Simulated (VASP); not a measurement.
# MgO (Fm-3m) in VASP: notebook

MgO is run at these levels: LDA; tasks: single point.

Program: VASP 6.6.1. These are calculated values, not measurements. Logs are shortened: lines on timing, memory, paths and dates and some standing lists are left out, and cuts for length are marked.

## 1. The cell of the first run

The structure is cubic, space group Fm-3m (No. 225). Conventional cell: a = 4.248 Å, b = 4.248 Å, c = 4.248 Å, α = 90.00°, β = 90.00°, γ = 90.00°. Mg (site symmetry m-3m) has 6 O at 2.12 Å within 2.8 Å. O (site symmetry m-3m) has 6 Mg at 2.12 Å within 2.8 Å.

## 2. Single point, LDA

File INCAR:

```
PREC     = Accurate       # precision mode
ENCUT    = 600            # plane-wave cutoff, eV
EDIFF    = 1E-6           # SCF threshold, eV
ISMEAR   = 0              # smearing method
SIGMA    = 0.05           # smearing width, eV
LREAL    = F              # projectors in reciprocal space
LASPH    = T              # aspherical terms in the spheres
NELM     = 120            # most SCF steps
ALGO     = Normal         # electronic algorithm
ISIF     = 2              # what is computed and relaxed
LWAVE    = F              # write WAVECAR
LCHARG   = F              # write CHGCAR
GGA      = CA             # functional
NBANDS   = 11             # bands
GGA_COMPAT= F
```

File KPOINTS:

```
regular mesh
0
Gamma
  8 8 8
```

File POSCAR:

```
MgO
1.0
    0.0000000000      2.1241500000      2.1241500000
    2.1241500000      0.0000000000      2.1241500000
    2.1241500000      2.1241500000      0.0000000000
Mg O
1 1
Direct
    0.0000000000      0.0000000000      0.0000000000
    0.5000000000      0.5000000000      0.5000000000
```

Potentials or basis: VASP PAW LDA potentials, release 64 (Mg, O).

Launch:

```bash
$ cat potpaw_LDA.64/Mg/POTCAR potpaw_LDA.64/O/POTCAR > POTCAR
$ mpirun -np 1 vasp_std > vasp.out
```

OUTCAR:

```text
PREC = Accurate
   ENCUT = 600
   EDIFF = 1E-6
   ISMEAR = 0
   LREAL = F
   LASPH = T
   NELM = 120
   ISIF = 2
   GGA = CA

 ion  position               nearest neighbor table
   1  0.000  0.000  0.000-   2 2.12   2 2.12   2 2.12   2 2.12   2 2.12   2 2.12
   2  0.500  0.500  0.500-   1 2.12   1 2.12   1 2.12   1 2.12   1 2.12   1 2.12

  LATTYP: Found a face centered cubic cell.
 ALAT       =     4.2483000000

  Lattice vectors:

 A1 = (   0.0000000000,   2.1241500000,   2.1241500000)
 A2 = (   2.1241500000,   0.0000000000,   2.1241500000)
 A3 = (   2.1241500000,   2.1241500000,   0.0000000000)

Analysis of symmetry for initial positions (statically):
=====================================================================
 Subroutine PRICEL returns:
 Original cell was already a primitive cell.

 Routine SETGRP: Setting up the symmetry group for a
 face centered cubic supercell.

 Subroutine GETGRP returns: Found 48 space group operations
 (whereof 48 operations were pure point group operations)
 out of a pool of 48 trial point group operations.

The static configuration has the point symmetry O_h .

Analysis of symmetry for dynamics (positions and initial velocities):
=====================================================================
 Subroutine PRICEL returns:
 Original cell was already a primitive cell.

 Routine SETGRP: Setting up the symmetry group for a
 face centered cubic supercell.

 Subroutine GETGRP returns: Found 48 space group operations
 (whereof 48 operations were pure point group operations)
 out of a pool of 48 trial point group operations.

The dynamic configuration has the point symmetry O_h .

 Subroutine INISYM returns: Found 48 space group operations
 (whereof 48 operations are pure point group operations),
 and found     1 'primitive' translations

----------------------------------------------------------------------------------------

                                     Primitive cell

  volume of cell :      19.1684

  direct lattice vectors                    reciprocal lattice vectors
     0.000000000  2.124150000  2.124150000    -0.235388273  0.235388273  0.235388273
     2.124150000  0.000000000  2.124150000     0.235388273 -0.235388273  0.235388273
     2.124150000  2.124150000  0.000000000     0.235388273  0.235388273 -0.235388273

  length of vectors
     3.004001739  3.004001739  3.004001739     0.407704448  0.407704448  0.407704448

  position of ions in fractional coordinates (direct lattice)
     0.000000000  0.000000000  0.000000000
     0.500000000  0.500000000  0.500000000

  ion indices of the primitive-cell ions
[... 79 lines left out ...]
   IBRION =     -1    ionic relax: 0-MD 1-quasi-New 2-CG
   NFREE  =      0    steps in history (QN), initial steepest desc. (CG)
   ISIF   =      2    stress and relaxation
   ISYM   =      2    0-nonsym 1-usesym 2-fastsym
   POTIM  = 0.5000    time-step for ionic-motion
   TEBEG  =    0.0;   TEEND  =   0.0 temperature during run
   PSTRESS=    0.0 pullay stress
   NELECT =       8.0000    total number of electrons
   NUPDOWN=      -1.0000    fix difference up-down
   EMIN   =  10.00;   EMAX   =-10.00  energy-range for DOS
   EFERMI =   0.00;   METHOD = LEGACY
   ISMEAR =     0;   SIGMA  =   0.05  broadening in eV -4-tet -1-fermi 0-gaus
   EFERMI_NEDOS =   21; number of points for ismear=-14 and -15
   IALGO  =     38    algorithm
   IMIX   =      4    mixing-type and parameters
     AMIX     =   0.40;   BMIX     =  1.00
     AMIX_MAG =   1.60;   BMIX_MAG =  1.00
  volume/ion in A,a.u.               =       9.58        64.68
  Fermi-wavevector in a.u.,A,eV,Ry     =   1.223422  2.311932 20.364678  1.496762
  Thomas-Fermi vector in A             =   2.358534
   LORBIT       =      0    0 simple, 1 ext, 2 COOP (PROOUT), +10 PAW based schemes
   GGA     = CA    functional components
   LHFCALC =     F    Hartree Fock is set to
   AEXX    =    0.0000 exact exchange contribution
   IVDW    =     0    specifies the selected vdW correction
   LEPSILON=     F    determine dielectric tensor
   LRPA    =     F    only Hartree local field effects (RPA)
 non-spin polarized calculation
 Gauss-broadening in eV      SIGMA  =   0.05
  energy-cutoff  :      600.00
  volume of cell :       19.17
 maximum number of plane-waves:       652
   NGX = 11   NGY = 11   NGZ = 11

 number of electron       8.0000004 magnetization

 Free energy of the ion-electron system (eV)
  ---------------------------------------------------
  ext. energy  EPLUGINS =         0.00000000
  ---------------------------------------------------
  free energy    TOTEN  =       -13.39934412 eV

  energy without entropy =      -13.39934412  energy(sigma->0) =      -13.39934412

 E-fermi :   2.9751     XC(G=0): -11.4682

 val. band max:        2.6862417668   @ k =   0.0000   0.0000   0.0000
 cond. band min:       7.0974269566   @ k =   0.0000   0.0000   0.0000
 fundamental gap:      4.4111851899
 Fermi energy:         2.9751236823

 k-point     1 :       0.0000    0.0000    0.0000
  band No.  band energies     occupation
      1     -14.1825      2.00000
      2       2.6862      2.00000
      3       2.6862      2.00000
      4       2.6862      2.00000
      5       7.0974      0.00000
      6      18.0737      0.00000
      7      18.0737      0.00000
      8      18.0737      0.00000
      9      22.0316      0.00000
     10      23.6434      0.00000
     11      23.6434      0.00000
[... 309 lines left out ...]
 k-point    24 :      -0.3750    0.2500    0.1250
  band No.  band energies     occupation
      1     -12.7448      2.00000
      2      -1.2876      2.00000
      3       0.7714      2.00000
      4       1.7143      2.00000
      5      12.0093      0.00000
      6      14.4357      0.00000
      7      15.6189      0.00000
      8      18.9638      0.00000
      9      22.6430      0.00000
     10      24.0861      0.00000
     11      28.0707      0.00000

 [... further k-points ...]
[... 5 lines left out ...]
  --------------------------------------------------------------------------------------
  -------------------------------------------------------------------------------------
  Total       -1.3783732     -1.3783732     -1.3783732      0.0000000      0.0000000      0.0000000
  in kB     -115.2104459   -115.2104459   -115.2104459      0.0000000      0.0000000      0.0000000
  external PRESSURE =    -115.2104459 kB  Pullay stress =       0.0000000 kB

 VOLUME and BASIS-vectors are now :
 -----------------------------------------------------------------------------
  energy-cutoff  :      600.00
  volume of cell :       19.17
      direct lattice vectors                 reciprocal lattice vectors
     0.000000000  2.124150000  2.124150000    -0.235388273  0.235388273  0.235388273
     2.124150000  0.000000000  2.124150000     0.235388273 -0.235388273  0.235388273
     2.124150000  2.124150000  0.000000000     0.235388273  0.235388273 -0.235388273

 POSITION                                       TOTAL-FORCE (eV/Angst)
 -----------------------------------------------------------------------------------
      0.00000      0.00000      0.00000         0.000000     -0.000000      0.000000
      2.12415      2.12415      2.12415        -0.000000      0.000000     -0.000000
 -----------------------------------------------------------------------------------
    total drift:                               -0.000000     -0.000000      0.000000

  FREE ENERGIE OF THE ION-ELECTRON SYSTEM (eV)
  ---------------------------------------------------
  free  energy   TOTEN  =       -13.3993441164 eV

  energy  without entropy=      -13.3993441164  energy(sigma->0) =      -13.39934412
```

OSZICAR:

```text
N       E                     dE             d eps       ncg     rms          rms(c)
DAV:   1     0.160682609264E+02    0.16068E+02   -0.48415E+03   702   0.717E+02
DAV:   2    -0.141497788780E+02   -0.30218E+02   -0.29336E+02   722   0.146E+02
DAV:   3    -0.149605484389E+02   -0.81077E+00   -0.80956E+00   780   0.200E+01
DAV:   4    -0.149628430134E+02   -0.22946E-02   -0.22945E-02   689   0.114E+00
DAV:   5    -0.149628491467E+02   -0.61332E-05   -0.61333E-05   752   0.575E-02    0.701E+00
DAV:   6    -0.134665607361E+02    0.14963E+01   -0.89709E+00   656   0.161E+01    0.231E+00
DAV:   7    -0.134246565255E+02    0.41904E-01   -0.76899E-02   698   0.239E+00    0.130E+00
DAV:   8    -0.133999373003E+02    0.24719E-01   -0.35968E-02   662   0.189E+00    0.248E-01
DAV:   9    -0.133995274405E+02    0.40986E-03   -0.43657E-04   731   0.157E-01    0.149E-01
DAV:  10    -0.133993447225E+02    0.18272E-03   -0.44700E-04   665   0.180E-01    0.642E-03
DAV:  11    -0.133993441164E+02    0.60607E-06   -0.44219E-06   710   0.116E-02
   1 F= -.13399344E+02 E0= -.13399344E+02  d E =-.526026E-18
```

It took 6.5 s on 1 thread of AMD EPYC 9R45 (Zen 5), shared host; peak memory 0.1 GiB.

Results:

| Quantity | Value |
| --- | --- |
| Free energy | -13.3993 eV |
| Pressure | -11.5 GPa |
| Band gap on the k mesh | 4.41 eV, direct |

(Continued in part 2 of 2.)
